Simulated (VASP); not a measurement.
# In2As2H in VASP: a series of runs

Runs on In2As2H. Level: PBE+D3(BJ). Tasks: single point.

Everything below comes from runs of VASP 6.6.1. Logs are shortened: lines on timing, memory, paths and dates and some standing lists are left out, and cuts for length are marked.

**1. The cell of the first run**

The cell holds a slab with vacuum, 5 atoms: a = 4.322 Å, b = 4.322 Å, c = 21.739 Å, α = 90.00°, β = 90.00°, γ = 120.00°.

**2. Single point, PBE+D3(BJ)**

The input, INCAR:

```
ALGO = Normal
DIPOL = 0.5 0.5 0.338
EDIFF = 1E-6
ENCUT = 520
GGA = PE
IDIPOL = 3
ISIF = 2
ISMEAR = 0
IVDW = 12
LASPH = T
LCHARG = F
LDIPOL = T
LREAL = F
LWAVE = F
NBANDS = 26
NELM = 80
PREC = Accurate
SIGMA = 0.1
```

The input, KPOINTS:

```
k-points
0
Gamma
  6 6 1
```

The input, POSCAR:

```
In2As2H
1.0
    4.3220706691      0.0000000000      0.0000000000
   -2.1610353346      3.7430229964      0.0000000000
    0.0000000000      0.0000000000     21.7386927198
As In H
2 2 1
Direct
    0.0000000000      0.0000000000      0.1840037049
    0.3333333333      0.6666666667      0.3557112058
    0.3333333333      0.6666666667      0.2245875152
    0.6666666667      0.3333333333      0.3881876812
    0.8888888889      0.7777777778      0.5399907378
```

Potentials or basis: VASP PAW PBE potentials, release 64 (As, In_d, H).

On the command line:

```bash
> cat potpaw_PBE.64/As/POTCAR potpaw_PBE.64/In_d/POTCAR potpaw_PBE.64/H/POTCAR > POTCAR
> mpirun -np 1 vasp_std > vasp.out
```

OUTCAR:

```text
EDIFF = 1E-6
   ENCUT = 520
   GGA = PE
   ISIF = 2
   ISMEAR = 0
   IVDW = 12
   LASPH = T
   LREAL = F
   NELM = 80
   PREC = Accurate
 IVDW          = 12

 ion  position               nearest neighbor table
   1  0.000  0.000  0.184-   3 2.65   3 2.65   3 2.65
   2  0.333  0.667  0.356-   4 2.59   4 2.59   4 2.59   3 2.85
   3  0.333  0.667  0.225-   1 2.65   1 2.65   1 2.65   2 2.85
   4  0.667  0.333  0.388-   2 2.59   2 2.59   2 2.59
   5  0.889  0.778  0.540-

  LATTYP: Found a hexagonal cell.
 ALAT       =     4.3220706691
 C/A-ratio  =     5.0296939555

  Lattice vectors:

 A1 = (   4.3220706691,   0.0000000000,   0.0000000000)
 A2 = (  -2.1610353346,   3.7430229964,   0.0000000000)
 A3 = (   0.0000000000,   0.0000000000,  21.7386927198)

Analysis of symmetry for initial positions (statically):
=====================================================================
 Subroutine PRICEL returns:
 Original cell was already a primitive cell.

 Routine SETGRP: Setting up the symmetry group for a
 hexagonal supercell.

 Subroutine GETGRP returns: Found  2 space group operations
 (whereof  2 operations were pure point group operations)
 out of a pool of 24 trial point group operations.

The static configuration has the point symmetry C_1h.

Analysis of symmetry for dynamics (positions and initial velocities):
=====================================================================
 Subroutine PRICEL returns:
 Original cell was already a primitive cell.

 Routine SETGRP: Setting up the symmetry group for a
 hexagonal supercell.

 Subroutine GETGRP returns: Found  2 space group operations
 (whereof  2 operations were pure point group operations)
 out of a pool of 24 trial point group operations.

The dynamic configuration has the point symmetry C_1h.

 Subroutine INISYM returns: Found  2 space group operations
 (whereof  2 operations are pure point group operations),
 and found     1 'primitive' translations

----------------------------------------------------------------------------------------

                                     Primitive cell

  volume of cell :     351.6801

  direct lattice vectors                    reciprocal lattice vectors
     4.322070669  0.000000000  0.000000000     0.231370581  0.133581867  0.000000000
    -2.161035335  3.743022996  0.000000000     0.000000000  0.267163734  0.000000000
     0.000000000  0.000000000 21.738692720     0.000000000  0.000000000  0.046000926
[... 85 lines left out ...]
   ISYM   =      2    0-nonsym 1-usesym 2-fastsym
   POTIM  = 0.5000    time-step for ionic-motion
   TEBEG  =    0.0;   TEEND  =   0.0 temperature during run
   PSTRESS=    0.0 pullay stress
   NELECT =      37.0000    total number of electrons
   NUPDOWN=      -1.0000    fix difference up-down
   EMIN   =  10.00;   EMAX   =-10.00  energy-range for DOS
   EFERMI =   0.00;   METHOD = LEGACY
   ISMEAR =     0;   SIGMA  =   0.10  broadening in eV -4-tet -1-fermi 0-gaus
   EFERMI_NEDOS =   21; number of points for ismear=-14 and -15
   IALGO  =     38    algorithm
   IMIX   =      4    mixing-type and parameters
     AMIX     =   0.40;   BMIX     =  1.00
     AMIX_MAG =   1.60;   BMIX_MAG =  1.00
  volume/ion in A,a.u.               =      70.34       474.65
  Fermi-wavevector in a.u.,A,eV,Ry     =   0.772846  1.460467  8.126631  0.597291
  Thomas-Fermi vector in A             =   1.874564
   LORBIT       =      0    0 simple, 1 ext, 2 COOP (PROOUT), +10 PAW based schemes
   GGA     = PE    functional components
   LHFCALC =     F    Hartree Fock is set to
   AEXX    =    0.0000 exact exchange contribution
   IVDW    =    12    specifies the selected vdW correction
   LEPSILON=     F    determine dielectric tensor
   LRPA    =     F    only Hartree local field effects (RPA)
 non-spin polarized calculation
 Gauss-broadening in eV      SIGMA  =   0.10
  energy-cutoff  :      520.00
  volume of cell :      351.68
 maximum number of plane-waves:      9486
   NGX = 17   NGY = 17   NGZ = 81

 dipolmoment           0.000000      0.000000     -0.069270 electrons x Angstroem

 number of electron      36.9999995 magnetization

 dipolmoment           0.000000      0.000000      0.085147 electrons x Angstroem

 Free energy of the ion-electron system (eV)
  ---------------------------------------------------
  ext. energy  EPLUGINS =         0.00000000
  ---------------------------------------------------
  free energy    TOTEN  =       -14.61178660 eV

  energy without entropy =      -14.56898345  energy(sigma->0) =      -14.59038502

 E-fermi :  -2.7244     XC(G=0):  -3.9385

 val. band max:       -2.7480642836   @ k =   0.1667   0.1667   0.0000
 cond. band min:      -2.7236483212   @ k =   0.5000   0.3333   0.0000
 fundamental gap:      0.0244159624
 Fermi energy:        -2.7244365804

 k-point     1 :       0.0000    0.0000    0.0000
  band No.  band energies     occupation
      1     -17.5619      2.00000
      2     -17.4692      2.00000
      3     -17.4622      2.00000
      4     -17.3827      2.00000
      5     -17.3775      2.00000
      6     -16.6180      2.00000
[... 366 lines left out ...]
     25       3.2602      0.00000
     26       3.7516      0.00000

------------------------ aborting loop because EDIFF is reached ----------------------------------------

 vacuum level on the upper side and lower side of the slab       (xc-potential included)         0.279        -0.662

 Edisp (eV)   -0.86604

 E8    (eV) :    -0.4108

  FORCE on cell =-STRESS in cart. coord.  units (eV):
  Direction    XX          YY          ZZ          XY          YZ          ZX
  --------------------------------------------------------------------------------------
  -------------------------------------------------------------------------------------
  Total      -0.16817    -0.61071    -1.49399     0.00000    -0.31201     0.00000
  in kB      -0.76613    -2.78228    -6.80627     0.00000    -1.42145     0.00000
  external pressure =       -3.45 kB  Pullay stress =        0.00 kB

 VOLUME and BASIS-vectors are now :
 -----------------------------------------------------------------------------
  energy-cutoff  :      520.00
  volume of cell :      351.68
      direct lattice vectors                 reciprocal lattice vectors
     4.322070669  0.000000000  0.000000000     0.231370581  0.133581867  0.000000000
    -2.161035335  3.743022996  0.000000000     0.000000000  0.267163734  0.000000000
     0.000000000  0.000000000 21.738692720     0.000000000  0.000000000  0.046000926

 POSITION                                       TOTAL-FORCE (eV/Angst)
 -----------------------------------------------------------------------------------
      0.00000      0.00000      4.00000         0.000000     -0.007102      0.046254
     -0.00000      2.49535      7.73270        -0.000000      0.004904     -0.210289
     -0.00000      2.49535      4.88224        -0.000000      0.001097      0.070731
      2.16104      1.24767      8.43869        -0.000000      0.103058      0.439423
      2.16104      2.91124     11.73869         0.000000     -0.101957     -0.346119
 -----------------------------------------------------------------------------------
    total drift:                                0.000000     -0.000022     -0.001232

  FREE ENERGIE OF THE ION-ELECTRON SYSTEM (eV)
  ---------------------------------------------------
  free  energy   TOTEN  =       -15.4778271460 eV

  energy  without entropy=      -15.4350239974  energy(sigma->0) =      -15.45642557

 vacuum level on the upper side and lower side of the slab         3.745         2.792
```

OSZICAR:

```text
N       E                     dE             d eps       ncg     rms          rms(c)
DAV:   1     0.280321786263E+03    0.28032E+03   -0.14531E+04   684   0.113E+03
DAV:   2     0.117913905808E+02   -0.26853E+03   -0.26438E+03   802   0.287E+02
DAV:   3    -0.142856241605E+02   -0.26077E+02   -0.25873E+02   834   0.117E+02
[... 18 lines left out ...]
DAV:  22    -0.146117536677E+02    0.68779E-05   -0.55637E-05   672   0.121E-02    0.114E-02
DAV:  23    -0.146117717991E+02   -0.18131E-04   -0.66099E-06   670   0.717E-03    0.556E-03
DAV:  24    -0.146117807624E+02   -0.89632E-05   -0.63646E-07   640   0.293E-03    0.467E-03
DAV:  25    -0.146117857147E+02   -0.49524E-05   -0.74079E-07   562   0.232E-03    0.236E-03
DAV:  26    -0.146117865990E+02   -0.88423E-06   -0.90310E-07   608   0.163E-03
   1 F= -.15477827E+02 E0= -.15456426E+02  d E =-.428031E-01
```

stdout:

```text
POSCAR found type information on POSCAR AsInH
 POSCAR found :  3 types and       5 ions
 scaLAPACK will be used
 LDA part: xc-table for (Slater+PW92), standard interpolation
 POSCAR, INCAR and KPOINTS ok, starting setup
 FFT: planning ... GRIDC
 FFT: planning ... GRID_SOFT
 FFT: planning ... GRID
 WAVECAR not read
 entering main loop
```

Run time: 2 min. Hardware: 1 thread of Intel Xeon 6975P-C (Granite Rapids), shared host; peak memory 0.45 GiB.

Results:

```
Free energy                : -15.4778 eV
Largest force              : 0.451 eV/Å
Band gap on the k mesh     : zero (an odd number of electrons rules out a gap without spin polarisation)
Dispersion energy per atom : -0.173 eV
```

Forces on the atoms (eV/Å):
```
As   0.000 -0.007  0.046
As   0.000  0.005 -0.210
In   0.000  0.001  0.071
In   0.000  0.103  0.439
H    0.000 -0.102 -0.346
```

Levels at points of the mesh, in eV from the Fermi level:
```tsv
k point	band 16	band 17	band 18	band 19	band 20	band 21
(0.00, 0.00, 0.00)	-0.90	-0.31	0.27	0.27	0.47	1.32
(0.50, 0.00, 0.00)	-1.97	-0.88	-0.58	0.01	1.15	2.02
(0.00, 0.50, 0.00)	-1.98	-0.88	-0.58	0.09	1.11	1.94
```

Caveat: spin-orbit coupling is left out, which moves the levels of the heavy elements.

(Continued in part 2 of 2.)
